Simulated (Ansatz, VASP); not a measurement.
MgO2 in VASP and in Ansatz

```
Mg O
1.0
     4.84083    0.00000    0.00000
     0.00000    4.84083    0.00000
     0.00000    0.00000    4.84083
Mg O
4 8
Direct
  0.00000 0.50000 0.50000
  0.50000 0.50000 0.00000
  0.50000 0.00000 0.50000
  0.00000 0.00000 0.00000
  0.41163 0.08837 0.91163
  0.08837 0.91163 0.41163
  0.91163 0.41163 0.08837
  0.58837 0.58837 0.58837
  0.41163 0.41163 0.41163
  0.08837 0.58837 0.91163
  0.91163 0.08837 0.58837
  0.58837 0.91163 0.08837
```

Alike in both runs: functional PBEsol; k mesh 6 × 6 × 6; no spin polarisation.

Ansatz relaxed the structure, and its values are those at the end. VASP's run is a single point on that final structure, the one shown.

```csv
,VASP,Ansatz
version,VASP 6.6.1,Ansatz 0.2.0
potentials or method,"VASP PAW PBE potentials, release 64 (Mg_sv, O), cutoff 750 eV","scalar-relativistic, plane waves, PAW"
occupations,"gaussian, width 0.01 eV",fixed
valence electrons in the cell,88,88
```

```tsv
	VASP	Ansatz	Ansatz less VASP
gap on the k mesh at the Fermi level (eV)	3.95	3.97	+0.024
least direct gap on the mesh (eV)	4.07	4.10	+0.023
pressure (GPa)	0.0	0.0	-0.03
rms of the force components (eV/Å)	0.066	0.000	-0.0660
```

VASP's potentials were made for PBE, not for PBEsol.
